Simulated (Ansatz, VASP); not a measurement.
Two plane-wave programs on SiO2

The input INCAR:

```
SYSTEM = SiO2
PREC     = Accurate       ! precision mode
ENCUT    = 520            ! plane-wave cutoff, eV
EDIFF    = 1E-7           ! SCF threshold, eV
ISMEAR   = 0              ! smearing method
SIGMA    = 0.05           ! smearing width, eV
LREAL    = .FALSE.        ! projectors in reciprocal space
LASPH    = .TRUE.         ! aspherical terms in the spheres
NELM     = 100            ! most SCF steps
ALGO     = Normal         ! electronic algorithm
ISIF     = 2              ! what is computed and relaxed
LWAVE    = .FALSE.        ! write WAVECAR
LCHARG   = .TRUE.         ! write CHGCAR
LELF     = .TRUE.         ! ELF
LVHAR    = .TRUE.       
NBANDS   = 25             ! bands
```

The input KPOINTS:

```
regular mesh
0
G
  6 6 8
  0 0 0
```

Contents of POSCAR:

```
SiO2
1.0
    4.0804000000      0.0000000000      0.0000000000
    0.0000000000      4.0804000000      0.0000000000
    0.0000000000      0.0000000000      2.9807000000
Si O
2 4
Direct
    0.5000000000      0.5000000000      0.5000000000
    0.0000000000      0.0000000000      0.0000000000
    0.6944252994      0.6944252994      0.0000000000
    0.1944252994      0.8055747006      0.5000000000
    0.3055747006      0.3055747006      0.0000000000
    0.8055747006      0.1944252994      0.5000000000
```

Input for Ansatz:

```yaml
crystal:
  lattice:
    - [4.0804, 0.0, 0.0]
    - [0.0, 4.0804, 0.0]
    - [0.0, 0.0, 2.9807]
  atoms:
    - { symbol: Si, position: [0.5, 0.5, 0.5] }
    - { symbol: Si, position: [0.0, 0.0, 0.0] }
    - { symbol: O, position: [0.6944252994, 0.6944252994, 0.0] }
    - { symbol: O, position: [0.1944252994, 0.8055747006, 0.5] }
    - { symbol: O, position: [0.3055747006, 0.3055747006, 0.0] }
    - { symbol: O, position: [0.8055747006, 0.1944252994, 0.5] }
basis:
  ecutwfc: 520.0
kpoints:
  mp_grid: { grid: [6, 6, 8] }
hamiltonian:
  xc: lda
  pseudopotentials: { kind: paw, azcp: { folder: soft_1 } }
scf:
  occupations: { method: gaussian, width: 0.05 }
output:
  forces: true
  stress: true
  eigenvalues: true
```

Alike in both runs: task single point; functional LDA; k mesh 6 × 6 × 8; occupations gaussian, width 0.05 eV; no spin polarisation.

|  | VASP | Ansatz |
| --- | --- | --- |
| version | VASP 6.6.1 | Ansatz 0.2.0 |
| potentials or method | VASP PAW LDA potentials, release 64 (Si, O), cutoff 520 eV | scalar-relativistic, plane waves, PAW |
| valence electrons in the cell | 32 | 32 |

Ansatz gave:

| Quantity | Value |
| --- | --- |
| gap on the k mesh at the Fermi level (eV) | 3.99 |
| least direct gap on the mesh (eV) | 3.99 |
| pressure (GPa) | -23.6 |
| traceless stress, the component that is largest in VASP (GPa) | -32.05 |
| rms of the force components (eV/Å) | 0.254 |

Estimate VASP's values.

gap on the k mesh at the Fermi level (eV): 3.99; least direct gap on the mesh (eV): 3.99; pressure (GPa): -22.7; traceless stress, the component that is largest in VASP (GPa): -32.03; rms of the force components (eV/Å): 0.245.

Ansatz warns that its potentials were made for another functional, while VASP's fit it. LDA's correlation is that of Perdew and Zunger in VASP and of Perdew and Wang (1992) in Ansatz. Atom by atom the forces differ by 0.009 eV/Å (rms over components).
